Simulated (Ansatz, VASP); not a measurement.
# Cs in VASP and in Ansatz

```
Cs
1.0
     0.00000    6.26914    6.26914
     6.26914    0.00000    6.26914
     6.26914    6.26914    0.00000
Cs
2
Direct
  0.12500 0.12500 0.12500
  0.87500 0.87500 0.87500
```

Alike in both runs: task single point; functional BLYP; k mesh 5 × 5 × 5; occupations fermi-dirac, width 0.1 eV; no spin polarisation.

```csv
,VASP,Ansatz
version,VASP 6.6.1,Ansatz 0.2.0
potentials or method,"VASP PAW PBE potentials, release 64 (Cs_sv), cutoff 520 eV","plane waves (420 eV) with PAW, scalar-relativistic"
valence electrons in the cell,18,18
```

```tsv
	VASP	Ansatz	Ansatz less VASP
pressure (GPa)	0.0	0.0	0.00
```

VASP's potentials were made for PBE, not for BLYP. Ansatz's warnings: xc potential rough in thin density.

Neither program's run includes spin-orbit coupling.
